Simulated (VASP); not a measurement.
InSe, 4 atoms in the cell. Symmetry: R3m, No. 160, trigonal system. The conventional cell has a = 4.021 Å, b = 4.021 Å, c = 25.232 Å, α = 90.00°, β = 90.00°, γ = 120.00°. In (site symmetry 3m) has 3 Se at 2.64 Å and 1 In at 2.79 Å within 3.5 Å. Within 3.5 Å of In (site symmetry 3m) lie 3 Se at 2.64 Å and 1 In at 2.79 Å. Se (site symmetry 3m) has 3 In at 2.64 Å within 3.5 Å. Se (site symmetry 3m) has 3 In at 2.64 Å within 3.5 Å. 

- Program: VASP 6.6.1
- Task: single point
- Functional: r2SCAN
- Potentials or basis: VASP PAW PBE potentials, release 64 (In_d, Se)
- Cutoff: 520 eV
- k mesh: 6 × 6 × 6
- Occupations: gaussian, width 0.01 eV
- Spin: no spin polarisation
- Dipole correction: no
- Further INCAR settings: ALGO = Normal; EDIFF = 1e-06; NBANDS = 27

Potentials or basis: VASP PAW PBE potentials, release 64 (In_d, Se).

The run is started by

```sh
$ cat potpaw_PBE.64/In_d/POTCAR potpaw_PBE.64/Se/POTCAR > POTCAR
$ cp INCAR.step1 INCAR
$ mpirun -np 1 vasp_std > vasp.out
$ cp INCAR.step2 INCAR
$ mpirun -np 1 vasp_std > vasp.out
```

Hardware: 1 thread of Intel(R) Xeon(R) Platinum 8488C (Sapphire Rapids), on a shared host.

**Question.** Estimate the wall time of this run.

**Answer.** Run time: 49 min on 1 thread of Intel(R) Xeon(R) Platinum 8488C (Sapphire Rapids), with other jobs on the host, peak memory 0.79 GiB. Counts: k points 32.
